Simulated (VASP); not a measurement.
Input of a VASP 6.6.1 run:

INCAR

```
SYSTEM = AlN
PREC     = Accurate       ! precision mode
ENCUT    = 520            ! plane-wave cutoff, eV
EDIFF    = 1E-7           ! SCF threshold, eV
ISMEAR   = 0              ! smearing method
SIGMA    = 0.05           ! smearing width, eV
LREAL    = .False.        ! projectors in reciprocal space
LASPH    = .True.         ! aspherical terms in the spheres
NELM     = 80             ! most SCF steps
ALGO     = Normal         ! electronic algorithm
ISIF     = 2              ! what is computed and relaxed
LWAVE    = .False.        ! write WAVECAR
LCHARG   = .False.        ! write CHGCAR
GGA      = PE             ! functional
NBANDS   = 16             ! bands
```

Contents of KPOINTS:

```
regular mesh
0
Gamma
  12 12 8
  0 0 0
```

File POSCAR:

```
AlN
1.0
    3.1499493530      0.0000000000      0.0000000000
   -1.5749746765      2.7279361603      0.0000000000
    0.0000000000      0.0000000000      5.0545475411
Al N
2 2
Direct
    0.3333333333      0.6666666667      0.0018382117
    0.6666666667      0.3333333333      0.5018382117
    0.3333333333      0.6666666667      0.3831617883
    0.6666666667      0.3333333333      0.8831617883
```

Potentials or basis: VASP PAW PBE potentials, release 64 (Al, N).

Command:

```sh
$ cat potpaw_PBE.64/Al/POTCAR potpaw_PBE.64/N/POTCAR > POTCAR
$ mpirun -np 1 vasp_std > vasp.out
```

Problem. What does it give for the largest force?

Solution. 0.004 eV/Å.

Problem. Predict the band gap on the k mesh.

Solution. 3.88 eV.

Problem. Predict the pressure.

Solution. -3.9 GPa.

Forces on the atoms (eV/Å):
```
Al   0.000  0.000  0.004
Al   0.000  0.000  0.004
N    0.000  0.000 -0.004
N    0.000  0.000 -0.004
```

Caveat: the cell stands under tension. A k mesh can miss the band edges.
